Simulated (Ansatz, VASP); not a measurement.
Os in VASP and in Ansatz

```
Os
1.0
     0.00000    1.92793    1.92793
     1.92793    0.00000    1.92793
     1.92793    1.92793    0.00000
Os
1
Direct
  0.00000 0.00000 0.00000
```

Alike in both runs: task relaxation of cell and atoms; functional PBE; k mesh 18 × 18 × 18; occupations fermi-dirac, width 0.05 eV; no spin polarisation.

|  | VASP | Ansatz |
| --- | --- | --- |
| version | VASP 6.6.1 | Ansatz 0.2.0 |
| potentials or method | VASP PAW PBE potentials, release 64 (Os), cutoff 600 eV | all-electron LAPW, scalar-relativistic |

|  | VASP | Ansatz | Ansatz less VASP |
| --- | --- | --- | --- |
| relaxed volume (Å³/atom) | 14.33 | 14.33 | 0.000 |
| relaxed length of the cell vector where the two differ most in proportion (Å) | 2.727 | 2.727 | 0.0000 |

Ansatz ran all-electron here, and VASP with PAW potentials.

Neither program's run includes spin-orbit coupling. Noted on VASP's run: the relaxation stopped at its first step, so nothing moved.
